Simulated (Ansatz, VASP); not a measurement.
**One calculation of Cd, two programs**

```
Cd
1.0
     0.00000    3.44112    3.44112
     3.44112    0.00000    3.44112
     3.44112    3.44112    0.00000
Cd
2
Direct
  0.12500 0.12500 0.12500
  0.87500 0.87500 0.87500
```

Alike in both runs: task single point; functional RPBE; k mesh 9 × 9 × 9; occupations fermi-dirac, width 0.1 eV; no spin polarisation.

|  | VASP | Ansatz |
| --- | --- | --- |
| version | VASP 6.6.1 | Ansatz 0.2.0 |
| potentials or method | VASP PAW PBE potentials, release 64 (Cd), cutoff 520 eV | plane waves (420 eV) with PAW, scalar-relativistic |
| valence electrons in the cell | 24 | 40 |

Ansatz gave:

```
pressure (GPa) : 0.3
```

Q: What did VASP give for the same quantities?

A: Pressure (GPa): 0.4.

VASP's potentials were made for PBE, not for RPBE. VASP's potentials hold 24 valence electrons a cell and Ansatz's 40, so a difference there can come from the potentials and not from the codes.
